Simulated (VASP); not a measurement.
# NaBe2Se2 (P-6m2) in VASP: further runs

NaBe2Se2 is run at these levels: PBE; tasks: single point, relaxation of cell and atoms.

Everything below comes from runs of VASP 6.6.1. Logs are shortened: lines on timing, memory, paths and dates and some standing lists are left out, and cuts for length are marked.

## Step 1: The cell of the first run

Symmetry: P-6m2, No. 187, hexagonal system. Conventional cell: a = 3.672 Å, b = 3.672 Å, c = 8.011 Å, α = 90.00°, β = 90.00°, γ = 120.00°. Na (site symmetry -6m2) has 6 Se at 3.04 Å and 6 Be at 3.54 Å and 6 Na at 3.67 Å within 4.0 Å. Within 2.9 Å of Be (site symmetry 3m) lie 3 Se at 2.22 Å and 1 Be at 2.35 Å. Within 2.9 Å of Se (site symmetry 3m) lie 3 Be at 2.22 Å.

## Step 2: Single point, PBE

Input file INCAR:

```
SYSTEM = NaBe2Se2
ALGO     = Normal         ! electronic algorithm
EDIFF    = 1E-7           ! SCF threshold, eV
ENCUT    = 520            ! plane-wave cutoff, eV
GGA      = PE             ! functional
ISIF     = 2              ! what is computed and relaxed
ISMEAR   = 0              ! smearing method
LASPH    = .True.         ! aspherical terms in the spheres
LCHARG   = .True.         ! write CHGCAR
LELF     = .True.         ! ELF
LREAL    = .False.        ! projectors in reciprocal space
LVHAR    = .True.       
LWAVE    = .False.        ! write WAVECAR
NBANDS   = 20             ! bands
NELM     = 100            ! most SCF steps
PREC     = Accurate       ! precision mode
SIGMA    = 0.1            ! smearing width, eV
```

Input file KPOINTS:

```
k-points
0
Gamma
  12 12 6
  0 0 0
```

Input file POSCAR:

```
NaBe2Se2
1.0
    3.6722752052      0.0000000000      0.0000000000
   -1.8361376026      3.1802836174      0.0000000000
    0.0000000000      0.0000000000      8.0111624654
Na Be Se
1 2 2
Direct
    0.3333333333      0.6666666667      0.5000000000
    0.6666666667      0.3333333333      0.1463856720
    0.6666666667      0.3333333333      0.8536143280
    0.0000000000      0.0000000000      0.2285164705
    0.0000000000      0.0000000000      0.7714835295
```

Potentials or basis: VASP PAW PBE potentials, release 64 (Na_pv, Be, Se).

Launch:

```bash
> cat potpaw_PBE.64/Na_pv/POTCAR potpaw_PBE.64/Be/POTCAR potpaw_PBE.64/Se/POTCAR > POTCAR
> mpirun -np 1 vasp_std > vasp.out
```

OUTCAR:

```text
SYSTEM = NaBe2Se2
   EDIFF = 1E-7
   ENCUT = 520
   GGA = PE
   ISIF = 2
   ISMEAR = 0
   LASPH = .True.
   LREAL = .False.
   NELM = 100
   PREC = Accurate

 ion  position               nearest neighbor table
   1  0.333  0.667  0.500-
   2  0.667  0.333  0.146-   4 2.22   4 2.22   4 2.22   3 2.35
   3  0.667  0.333  0.854-   5 2.22   5 2.22   5 2.22   2 2.35
   4  0.000  0.000  0.229-   2 2.22   2 2.22   2 2.22
   5  0.000  0.000  0.771-   3 2.22   3 2.22   3 2.22

  LATTYP: Found a hexagonal cell.
 ALAT       =     3.6722752052
 C/A-ratio  =     2.1815256259

  Lattice vectors:

 A1 = (   3.6722752052,   0.0000000000,   0.0000000000)
 A2 = (  -1.8361376026,   3.1802836174,   0.0000000000)
 A3 = (   0.0000000000,   0.0000000000,   8.0111624654)

Analysis of symmetry for initial positions (statically):
=====================================================================
 Subroutine PRICEL returns:
 Original cell was already a primitive cell.

 Routine SETGRP: Setting up the symmetry group for a
 hexagonal supercell.

 Subroutine GETGRP returns: Found 12 space group operations
 (whereof 12 operations were pure point group operations)
 out of a pool of 24 trial point group operations.

The static configuration has the point symmetry D_3h.

Analysis of symmetry for dynamics (positions and initial velocities):
=====================================================================
 Subroutine PRICEL returns:
 Original cell was already a primitive cell.

 Routine SETGRP: Setting up the symmetry group for a
 hexagonal supercell.

 Subroutine GETGRP returns: Found 12 space group operations
 (whereof 12 operations were pure point group operations)
 out of a pool of 24 trial point group operations.

The dynamic configuration has the point symmetry D_3h.

 Subroutine INISYM returns: Found 12 space group operations
 (whereof 12 operations are pure point group operations),
 and found     1 'primitive' translations

----------------------------------------------------------------------------------------

                                     Primitive cell

  volume of cell :      93.5614

  direct lattice vectors                    reciprocal lattice vectors
     3.672275205  0.000000000  0.000000000     0.272310746  0.157218682  0.000000000
    -1.836137603  3.180283617  0.000000000     0.000000000  0.314437365  0.000000000
     0.000000000  0.000000000  8.011162465     0.000000000  0.000000000  0.124825829

  length of vectors
     3.672275205  3.672275205  8.011162465     0.314437365  0.314437365  0.124825829

  position of ions in fractional coordinates (direct lattice)
     0.333333333  0.666666667  0.500000000
     0.666666667  0.333333333  0.146385672
     0.666666667  0.333333333  0.853614328
     0.000000000  0.000000000  0.228516470
     0.000000000  0.000000000  0.771483530

  ion indices of the primitive-cell ions
   primitive index   ion index
                 1           1
                 2           2
                 3           3
                 4           4
                 5           5

----------------------------------------------------------------------------------------

 KPOINTS: k-points

Automatic generation of k-mesh.
 Grid dimensions read from file:
 generate k-points for:   12   12    6

 Generating k-lattice:

  Cartesian coordinates                     Fractional coordinates (reciprocal lattice)
     0.022692562  0.013101557  0.000000000     0.083333333  0.000000000  0.000000000
     0.000000000  0.026203114  0.000000000     0.000000000  0.083333333  0.000000000
     0.000000000  0.000000000  0.020804305     0.000000000  0.000000000  0.166666667

  Length of vectors
     0.026203114  0.026203114  0.020804305

  Shift w.r.t. Gamma in fractional coordinates (k-lattice)
     0.000000000  0.000000000  0.000000000

 Subroutine IBZKPT returns following result:
 ===========================================

 Found     76 irreducible k-points:

 Following reciprocal coordinates:
            Coordinates               Weight
  0.000000  0.000000  0.000000      1.000000
  0.083333  0.000000  0.000000      6.000000
  0.166667  0.000000  0.000000      6.000000
  0.250000  0.000000  0.000000      6.000000
  0.333333  0.000000  0.000000      6.000000
  0.416667  0.000000  0.000000      6.000000
[... 16 lines left out ...]
  0.250000  0.000000  0.166667     12.000000
  0.333333  0.000000  0.166667     12.000000
 [... further k-points ...]
   k-points           NKPTS =     76   k-points in BZ     NKDIM =     76   number of bands    NBANDS=     20
   number of dos      NEDOS =    301   number of ions     NIONS =      5
   total plane-waves  NPLWV =  47040
   dimension x,y,z NGX =    28 NGY =   28 NGZ =   60
   dimension x,y,z NGXF=    56 NGYF=   56 NGZF=  120
   ions per type =               1   2   2
   NGX,Y,Z   is equivalent  to a cutoff of  12.68, 12.68, 12.45 a.u.
   NGXF,Y,Z  is equivalent  to a cutoff of  25.35, 25.35, 24.90 a.u.
 SYSTEM =  NaBe2Se2
   PREC   = accura    normal or accurate (medium, high low for compatibility)
   ISTART =      0    job   : 0-new  1-cont  2-samecut
   ICHARG =      2    charge: 1-file 2-atom 10-const
   ISPIN  =      1    spin polarized calculation?
   LNONCOLLINEAR =      F non collinear calculations
   LSORBIT =      F    spin-orbit coupling
   LASPH  =      T    aspherical Exc in radial PAW
   ENCUT  =  520.0 eV  38.22 Ry    6.18 a.u.   6.83  6.83 14.90*2*pi/ulx,y,z
   NELM   =    100;   NELMIN=  2; NELMDL= -5     # of ELM steps
   EDIFF  = 0.1E-06   stopping-criterion for ELM
   LREAL  =      F    real-space projection
   EDIFFG = 0.1E-05   stopping-criterion for IOM
   NSW    =      0    number of steps for IOM
   IBRION =     -1    ionic relax: 0-MD 1-quasi-New 2-CG
   NFREE  =      0    steps in history (QN), initial steepest desc. (CG)
   ISIF   =      2    stress and relaxation
   ISYM   =      2    0-nonsym 1-usesym 2-fastsym
   POTIM  = 0.5000    time-step for ionic-motion
   TEBEG  =    0.0;   TEEND  =   0.0 temperature during run
   PSTRESS=    0.0 pullay stress
   NELECT =      23.0000    total number of electrons
   NUPDOWN=      -1.0000    fix difference up-down
   EMIN   =  10.00;   EMAX   =-10.00  energy-range for DOS
   EFERMI =   0.00;   METHOD = LEGACY
   ISMEAR =     0;   SIGMA  =   0.10  broadening in eV -4-tet -1-fermi 0-gaus
   EFERMI_NEDOS =   21; number of points for ismear=-14 and -15
   IALGO  =     38    algorithm
   IMIX   =      4    mixing-type and parameters
     AMIX     =   0.40;   BMIX     =  1.00
     AMIX_MAG =   1.60;   BMIX_MAG =  1.00
  volume/ion in A,a.u.               =      18.71       126.28
  Fermi-wavevector in a.u.,A,eV,Ry     =   1.025538  1.937986 14.309641  1.051729
  Thomas-Fermi vector in A             =   2.159384
   LORBIT       =      0    0 simple, 1 ext, 2 COOP (PROOUT), +10 PAW based schemes
   GGA     = PE    functional components
   LHFCALC =     F    Hartree Fock is set to
   AEXX    =    0.0000 exact exchange contribution
   IVDW    =     0    specifies the selected vdW correction
   LEPSILON=     F    determine dielectric tensor
   LRPA    =     F    only Hartree local field effects (RPA)
 non-spin polarized calculation
 Gauss-broadening in eV      SIGMA  =   0.10
  energy-cutoff  :      520.00
  volume of cell :       93.56
 maximum number of plane-waves:      2540
 NGX is ok and might be reduce to    28
   NGX = 13   NGY = 13   NGZ = 29

 number of electron      22.9999990 magnetization

 Free energy of the ion-electron system (eV)
  ---------------------------------------------------
  ext. energy  EPLUGINS =         0.00000000
  ---------------------------------------------------
  free energy    TOTEN  =       -18.47346795 eV

  energy without entropy =      -18.46833241  energy(sigma->0) =      -18.47090018

 E-fermi :   3.8460     XC(G=0):  -8.9240

 val. band max:        3.8240183316   @ k =   0.3333   0.0833   0.3333
 cond. band min:       3.8510108830   @ k =   0.0000   0.0000   0.1667
 fundamental gap:      0.0269925514
 Fermi energy:         3.8460426996

 k-point     1 :       0.0000    0.0000    0.0000
  band No.  band energies     occupation
      1     -21.1336      2.00000
      2     -21.1329      2.00000
      3     -21.1329      2.00000
      4     -10.7830      2.00000
      5     -10.4340      2.00000
      6      -2.1070      2.00000
[... 12 lines left out ...]
     19       8.5228      0.00000
     20      12.7094      0.00000

 k-point     2 :       0.0833    0.0000    0.0000
  band No.  band energies     occupation
      1     -21.1353      2.00000
      2     -21.1335      2.00000
      3     -21.1331      2.00000
      4     -10.7294      2.00000
      5     -10.3843      2.00000
      6      -2.0280      2.00000
[... 12 lines left out ...]
     19       8.8027      0.00000
     20      12.2762      0.00000

 k-point     3 :       0.1667    0.0000    0.0000
  band No.  band energies     occupation
      1     -21.1417      2.00000
      2     -21.1349      2.00000
      3     -21.1316      2.00000
      4     -10.5763      2.00000
      5     -10.2421      2.00000
      6      -1.7976      2.00000
[... 12 lines left out ...]
     19       9.5584      0.00000
     20      11.5328      0.00000

 k-point     4 :       0.2500    0.0000    0.0000
  band No.  band energies     occupation
      1     -21.1505      2.00000
      2     -21.1370      2.00000
      3     -21.1297      2.00000
      4     -10.3477      2.00000
      5     -10.0309      2.00000
      6      -1.4671      2.00000
[... 429 lines left out ...]
 k-point    23 :       0.2500    0.0000    0.1667
  band No.  band energies     occupation
      1     -21.1505      2.00000
      2     -21.1370      2.00000
      3     -21.1297      2.00000
      4     -10.3349      2.00000
      5     -10.0460      2.00000
      6      -1.3993      2.00000
[... 12 lines left out ...]
     19      10.5508      0.00000
     20      10.8623      0.00000

 k-point    24 :       0.3333    0.0000    0.1667
  band No.  band energies     occupation
      1     -21.1593      2.00000
      2     -21.1390      2.00000
      3     -21.1277      2.00000
      4     -10.0797      2.00000
      5      -9.8080      2.00000
      6      -2.0814      2.00000
[... 12 lines left out ...]
     19      11.0104      0.00000
     20      11.4344      0.00000

 [... further k-points ...]
[... 5 lines left out ...]
  --------------------------------------------------------------------------------------
  -------------------------------------------------------------------------------------
  Total        0.1086551      0.1086551      0.0190324     -0.0000000     -0.0000000      0.0000000
  in kB        1.8606475      1.8606475      0.3259174     -0.0000000     -0.0000000      0.0000000
  external PRESSURE =       1.3490708 kB  Pullay stress =       0.0000000 kB

 VOLUME and BASIS-vectors are now :
 -----------------------------------------------------------------------------
  energy-cutoff  :      520.00
  volume of cell :       93.56
      direct lattice vectors                 reciprocal lattice vectors
     3.672275205  0.000000000  0.000000000     0.272310746  0.157218682  0.000000000
    -1.836137603  3.180283617  0.000000000     0.000000000  0.314437365  0.000000000
     0.000000000  0.000000000  8.011162465     0.000000000  0.000000000  0.124825829

 POSITION                                       TOTAL-FORCE (eV/Angst)
 -----------------------------------------------------------------------------------
     -0.00000      2.12019      4.00558        -0.000000      0.000000      0.000000
      1.83614      1.06009      1.17272        -0.000000      0.000000     -0.011383
      1.83614      1.06009      6.83844        -0.000000      0.000000      0.011383
      0.00000      0.00000      1.83068         0.000000     -0.000000     -0.003256
      0.00000      0.00000      6.18048         0.000000     -0.000000      0.003256
 -----------------------------------------------------------------------------------
    total drift:                                0.000000     -0.000000     -0.000000

  FREE ENERGIE OF THE ION-ELECTRON SYSTEM (eV)
  ---------------------------------------------------
  free  energy   TOTEN  =       -18.4734679474 eV

  energy  without entropy=      -18.4683324065  energy(sigma->0) =      -18.47090018
```

Run time: 62 s. Hardware: 1 thread of Intel Xeon 6975P-C (Granite Rapids), shared host; peak memory 0.28 GiB.

What came out:

| Quantity | Value |
| --- | --- |
| Free energy | -18.4735 eV |
| Pressure | 0.1 GPa |
| Largest force | 0.011 eV/Å |

Forces on the atoms (eV/Å):
```
Na   0.000  0.000  0.000
Be   0.000  0.000 -0.011
Be   0.000  0.000  0.011
Se   0.000  0.000 -0.003
Se   0.000  0.000  0.003
```

Levels at points of the mesh, in eV from the Fermi level:
| k point | band 7 | band 8 | band 9 | band 10 | band 11 | band 12 | band 13 | band 14 | band 15 | band 16 |
| --- | --- | --- | --- | --- | --- | --- | --- | --- | --- | --- |
| (0.00, 0.00, 0.00) | -2.97 | -2.28 | -2.28 | -1.97 | -1.97 | -0.40 | 2.88 | 2.96 | 3.66 | 3.66 |
| (0.50, 0.00, 0.00) | -6.22 | -4.15 | -3.68 | -3.30 | -2.08 | -0.84 | 1.60 | 2.75 | 3.61 | 4.94 |
| (0.00, 0.00, 0.50) | -4.27 | -2.25 | -2.25 | -2.01 | -2.01 | 1.26 | 2.28 | 3.17 | 3.68 | 3.68 |
| (0.50, 0.00, 0.50) | -6.35 | -3.66 | -3.65 | -3.33 | -2.90 | -0.46 | 2.03 | 2.12 | 2.73 | 5.78 |

[end of part 1 of 2]
